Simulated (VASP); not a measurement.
# GaN (F-43m) in VASP: notebook, part 2 of 2

VASP 6.6.1. Earlier steps stand in the parts before.

## Step 4: Single point, LDA

This run uses another cell than the first one, of 10.95 Å³/atom.

INCAR

```
SYSTEM = GaN
PREC = Accurate ; ENCUT = 1330
EDIFF = 1E-6 ; ISMEAR = 0
SIGMA = 0.01 ; LREAL = .False.
LASPH = .True. ; NELM = 120
ALGO = Normal ; ISIF = 2
LWAVE = .False. ; LCHARG = .False.
GGA = CA ; NBANDS = 16
GGA_COMPAT = .False.
```

KPOINTS

```
Automatic mesh
0
Gamma
  10 10 10
  0 0 0
```

POSCAR

```
GaN
1.0
    0.0000000000      2.2205084050      2.2205084050
    2.2205084050      0.0000000000      2.2205084050
    2.2205084050      2.2205084050      0.0000000000
Ga N
1 1
Direct
    0.0000000000      0.0000000000      0.0000000000
    0.7500000000      0.7500000000      0.7500000000
```

Potentials or basis: VASP PAW LDA potentials, release 64 (Ga_d, N_h).

Command:

```
cat potpaw_LDA.64/Ga_d/POTCAR potpaw_LDA.64/N_h/POTCAR > POTCAR
mpirun -np 1 vasp_std > vasp.out
```

OUTCAR:

```text
SYSTEM = GaN
   PREC = Accurate
   ENCUT = 1330
   EDIFF = 1E-6
   ISMEAR = 0
   LREAL = .False.
   LASPH = .True.
   NELM = 120
   ISIF = 2
   GGA = CA

 ion  position               nearest neighbor table
   1  0.000  0.000  0.000-   2 1.92   2 1.92   2 1.92   2 1.92
   2  0.750  0.750  0.750-   1 1.92   1 1.92   1 1.92   1 1.92

  LATTYP: Found a face centered cubic cell.
 ALAT       =     4.4410168100

  Lattice vectors:

 A1 = (   0.0000000000,   2.2205084050,   2.2205084050)
 A2 = (   2.2205084050,   0.0000000000,   2.2205084050)
 A3 = (   2.2205084050,   2.2205084050,   0.0000000000)

Analysis of symmetry for initial positions (statically):
=====================================================================
 Subroutine PRICEL returns:
 Original cell was already a primitive cell.

 Routine SETGRP: Setting up the symmetry group for a
 face centered cubic supercell.

 Subroutine GETGRP returns: Found 24 space group operations
 (whereof 24 operations were pure point group operations)
 out of a pool of 48 trial point group operations.

The static configuration has the point symmetry T_d .

Analysis of symmetry for dynamics (positions and initial velocities):
=====================================================================
 Subroutine PRICEL returns:
 Original cell was already a primitive cell.

 Routine SETGRP: Setting up the symmetry group for a
 face centered cubic supercell.

 Subroutine GETGRP returns: Found 24 space group operations
 (whereof 24 operations were pure point group operations)
 out of a pool of 48 trial point group operations.

The dynamic configuration has the point symmetry T_d .

 Subroutine INISYM returns: Found 24 space group operations
 (whereof 24 operations are pure point group operations),
 and found     1 'primitive' translations

----------------------------------------------------------------------------------------

                                     Primitive cell

  volume of cell :      21.8971

  direct lattice vectors                    reciprocal lattice vectors
     0.000000000  2.220508405  2.220508405    -0.225173658  0.225173658  0.225173658
     2.220508405  0.000000000  2.220508405     0.225173658 -0.225173658  0.225173658
     2.220508405  2.220508405  0.000000000     0.225173658  0.225173658 -0.225173658

  length of vectors
     3.140273102  3.140273102  3.140273102     0.390012216  0.390012216  0.390012216

  position of ions in fractional coordinates (direct lattice)
     0.000000000  0.000000000  0.000000000
     0.750000000  0.750000000  0.750000000

  ion indices of the primitive-cell ions
   primitive index   ion index
                 1           1
                 2           2

----------------------------------------------------------------------------------------

 KPOINTS: Automatic mesh

Automatic generation of k-mesh.
 Grid dimensions read from file:
 generate k-points for:   10   10   10

 Generating k-lattice:

  Cartesian coordinates                     Fractional coordinates (reciprocal lattice)
    -0.022517366  0.022517366  0.022517366     0.100000000  0.000000000  0.000000000
     0.022517366 -0.022517366  0.022517366     0.000000000  0.100000000  0.000000000
     0.022517366  0.022517366 -0.022517366     0.000000000  0.000000000  0.100000000

  Length of vectors
     0.039001222  0.039001222  0.039001222

  Shift w.r.t. Gamma in fractional coordinates (k-lattice)
     0.000000000  0.000000000  0.000000000

 Subroutine IBZKPT returns following result:
 ===========================================

 Found     47 irreducible k-points:

 Following reciprocal coordinates:
            Coordinates               Weight
  0.000000  0.000000  0.000000      1.000000
  0.100000  0.000000  0.000000      8.000000
  0.200000  0.000000  0.000000      8.000000
  0.300000  0.000000  0.000000      8.000000
  0.400000  0.000000  0.000000      8.000000
  0.500000  0.000000  0.000000      4.000000
[... 16 lines left out ...]
  0.300000  0.300000  0.000000      6.000000
  0.400000  0.300000  0.000000     24.000000
 [... further k-points ...]
   k-points           NKPTS =     47   k-points in BZ     NKDIM =     47   number of bands    NBANDS=     16
   number of dos      NEDOS =    301   number of ions     NIONS =      2
   total plane-waves  NPLWV =  64000
   dimension x,y,z NGX =    40 NGY =   40 NGZ =   40
   dimension x,y,z NGXF=    80 NGYF=   80 NGZF=   80
   ions per type =               1   1
   NGX,Y,Z   is equivalent  to a cutoff of  21.18, 21.18, 21.18 a.u.
   NGXF,Y,Z  is equivalent  to a cutoff of  42.35, 42.35, 42.35 a.u.
 SYSTEM =  GaN
   PREC   = accura    normal or accurate (medium, high low for compatibility)
   ISTART =      0    job   : 0-new  1-cont  2-samecut
   ICHARG =      2    charge: 1-file 2-atom 10-const
   ISPIN  =      1    spin polarized calculation?
   LNONCOLLINEAR =      F non collinear calculations
   LSORBIT =      F    spin-orbit coupling
   LASPH  =      T    aspherical Exc in radial PAW
   ENCUT  = 1330.0 eV  97.75 Ry    9.89 a.u.   9.34  9.34  9.34*2*pi/ulx,y,z
   NELM   =    120;   NELMIN=  2; NELMDL= -5     # of ELM steps
   EDIFF  = 0.1E-05   stopping-criterion for ELM
   LREAL  =      F    real-space projection
[... 7 lines left out ...]
   TEBEG  =    0.0;   TEEND  =   0.0 temperature during run
   PSTRESS=    0.0 pullay stress
   NELECT =      18.0000    total number of electrons
   NUPDOWN=      -1.0000    fix difference up-down
   EMIN   =  10.00;   EMAX   =-10.00  energy-range for DOS
   EFERMI =   0.00;   METHOD = LEGACY
   ISMEAR =     0;   SIGMA  =   0.01  broadening in eV -4-tet -1-fermi 0-gaus
   EFERMI_NEDOS =   21; number of points for ismear=-14 and -15
   IALGO  =     38    algorithm
   IMIX   =      4    mixing-type and parameters
     AMIX     =   0.40;   BMIX     =  1.00
     AMIX_MAG =   1.60;   BMIX_MAG =  1.00
  volume/ion in A,a.u.               =      10.95        73.88
  Fermi-wavevector in a.u.,A,eV,Ry     =   1.533569  2.898025 31.998631  2.351833
  Thomas-Fermi vector in A             =   2.640618
   LORBIT       =      0    0 simple, 1 ext, 2 COOP (PROOUT), +10 PAW based schemes
   GGA     = CA    functional components
   LHFCALC =     F    Hartree Fock is set to
   AEXX    =    0.0000 exact exchange contribution
   IVDW    =     0    specifies the selected vdW correction
   LEPSILON=     F    determine dielectric tensor
   LRPA    =     F    only Hartree local field effects (RPA)
 non-spin polarized calculation
 Gauss-broadening in eV      SIGMA  =   0.01
  energy-cutoff  :     1330.00
  volume of cell :       21.90
 maximum number of plane-waves:      2450
 NGX is ok and might be reduce to    40
   NGX = 19   NGY = 19   NGZ = 19

 number of electron      18.0000001 magnetization

 Free energy of the ion-electron system (eV)
  ---------------------------------------------------
  ext. energy  EPLUGINS =         0.00000000
  ---------------------------------------------------
  free energy    TOTEN  =       -13.94426465 eV

  energy without entropy =      -13.94426465  energy(sigma->0) =      -13.94426465

 E-fermi :   5.9096     XC(G=0): -12.3716

 val. band max:        5.8529243808   @ k =   0.0000   0.0000   0.0000
 cond. band min:       7.8897679377   @ k =   0.0000   0.0000   0.0000
 fundamental gap:      2.0368435570
 Fermi energy:         5.9095989499

 k-point     1 :       0.0000    0.0000    0.0000
  band No.  band energies     occupation
      1     -10.3414      2.00000
      2      -7.7501      2.00000
      3      -7.7501      2.00000
      4      -7.7501      2.00000
      5      -7.3849      2.00000
      6      -7.3849      2.00000
[... 8 lines left out ...]
     15      24.8708      0.00000
     16      24.8708      0.00000

 k-point     2 :       0.1000    0.0000    0.0000
  band No.  band energies     occupation
      1     -10.2195      2.00000
      2      -7.7346      2.00000
      3      -7.7346      2.00000
      4      -7.7129      2.00000
      5      -7.3865      2.00000
      6      -7.3865      2.00000
[... 8 lines left out ...]
     15      23.5825      0.00000
     16      23.5825      0.00000
[... 387 lines left out ...]
      5      -7.3278      2.00000
      6      -6.9135      2.00000
[... 8 lines left out ...]
     15      28.2622      0.00000
     16      28.9191      0.00000

 k-point    24 :       0.4000    0.3000    0.0000
  band No.  band energies     occupation
      1      -9.2584      2.00000
      2      -7.6140      2.00000
      3      -7.4958      2.00000
      4      -7.4943      2.00000
      5      -7.3162      2.00000
      6      -6.4067      2.00000
[... 8 lines left out ...]
     15      28.6630      0.00000
     16      28.7503      0.00000

 [... further k-points ...]
[... 5 lines left out ...]
  --------------------------------------------------------------------------------------
  -------------------------------------------------------------------------------------
  Total        0.4114848      0.4114848      0.4114848     -0.0000000     -0.0000000      0.0000000
  in kB       30.1076668     30.1076668     30.1076668     -0.0000000     -0.0000000      0.0000000
  external PRESSURE =      30.1076668 kB  Pullay stress =       0.0000000 kB

 VOLUME and BASIS-vectors are now :
 -----------------------------------------------------------------------------
  energy-cutoff  :     1330.00
  volume of cell :       21.90
      direct lattice vectors                 reciprocal lattice vectors
     0.000000000  2.220508405  2.220508405    -0.225173658  0.225173658  0.225173658
     2.220508405  0.000000000  2.220508405     0.225173658 -0.225173658  0.225173658
     2.220508405  2.220508405  0.000000000     0.225173658  0.225173658 -0.225173658

 POSITION                                       TOTAL-FORCE (eV/Angst)
 -----------------------------------------------------------------------------------
      0.00000      0.00000      0.00000         0.000000     -0.000000      0.000000
      3.33076      3.33076      3.33076        -0.000000      0.000000     -0.000000
 -----------------------------------------------------------------------------------
    total drift:                                0.000000      0.000000      0.000000

  FREE ENERGIE OF THE ION-ELECTRON SYSTEM (eV)
  ---------------------------------------------------
  free  energy   TOTEN  =       -13.9442646454 eV

  energy  without entropy=      -13.9442646454  energy(sigma->0) =      -13.94426465
```

OSZICAR:

```text
N       E                     dE             d eps       ncg     rms          rms(c)
DAV:   1     0.133346771708E+03    0.13335E+03   -0.15394E+04  1648   0.353E+03
DAV:   2    -0.202514482509E+01   -0.13537E+03   -0.12457E+03  1696   0.524E+02
DAV:   3    -0.157429132349E+02   -0.13718E+02   -0.13504E+02  1728   0.109E+02
DAV:   4    -0.160144014715E+02   -0.27149E+00   -0.27122E+00  1928   0.155E+01
DAV:   5    -0.160171714187E+02   -0.27699E-02   -0.27699E-02  1792   0.154E+00    0.767E+00
DAV:   6    -0.139989461696E+02    0.20182E+01   -0.48429E+00  2272   0.414E+01    0.206E+00
DAV:   7    -0.139712363344E+02    0.27710E-01   -0.27007E-01  1656   0.597E+00    0.129E+00
DAV:   8    -0.139464631977E+02    0.24773E-01   -0.58202E-02  1912   0.274E+00    0.346E-01
DAV:   9    -0.139442533333E+02    0.22099E-02   -0.84004E-03  2224   0.216E+00    0.716E-02
DAV:  10    -0.139442723789E+02   -0.19046E-04   -0.85700E-04  2048   0.407E-01    0.207E-02
DAV:  11    -0.139442648905E+02    0.74883E-05   -0.65654E-05  2272   0.151E-01    0.563E-03
DAV:  12    -0.139442646454E+02    0.24518E-06   -0.68872E-06  1864   0.446E-02
   1 F= -.13944265E+02 E0= -.13944265E+02  d E =-.190062E-18
```

It took 47 s on 1 thread of AMD EPYC 9R45 (Zen 5), shared host; peak memory 0.21 GiB.

What came out:

- Free energy: -13.9443 eV
- Pressure: 3.0 GPa
- Band gap on the k mesh: 2.04 eV

Levels at points of the mesh, in eV from the valence-band top:
```csv
k point,band 6,band 7,band 8,band 9,band 10,band 11,band 12,band 13
"(0.00, 0.00, 0.00)",-13.24,0.00,0.00,0.00,2.04,10.39,10.39,10.39
"(0.50, 0.00, 0.00)",-11.86,-7.42,-1.04,-1.04,4.85,8.82,10.44,10.44
"(0.50, 0.50, 0.00)",-11.39,-6.39,-2.89,-2.89,3.26,6.74,11.82,14.23
```

Caveat: the cell stands under pressure.

## Step 5: Summary

| cell | gap on the mesh (eV) | pressure (GPa) |
| --- | --- | --- |
| a = 3.065 Å, angles 60.0°, 2 atoms | 2.51 | 21.3 |
| a = 3.080 Å, angles 60.0°, 2 atoms | 2.42 | 17.2 |
| a = 3.140 Å, angles 60.0°, 2 atoms | 2.04 | 3.0 |

Alike in all rows: task single point; level LDA; potentials or basis VASP PAW LDA potentials, release 64 (Ga_d, N_h); no spin polarisation; k mesh 10 × 10 × 10; cutoff (eV) 1330; smearing gaussian 0.01 eV.

Caveats: the cell stands under pressure.

Absolute energies hang on the potentials; compare differences alone.
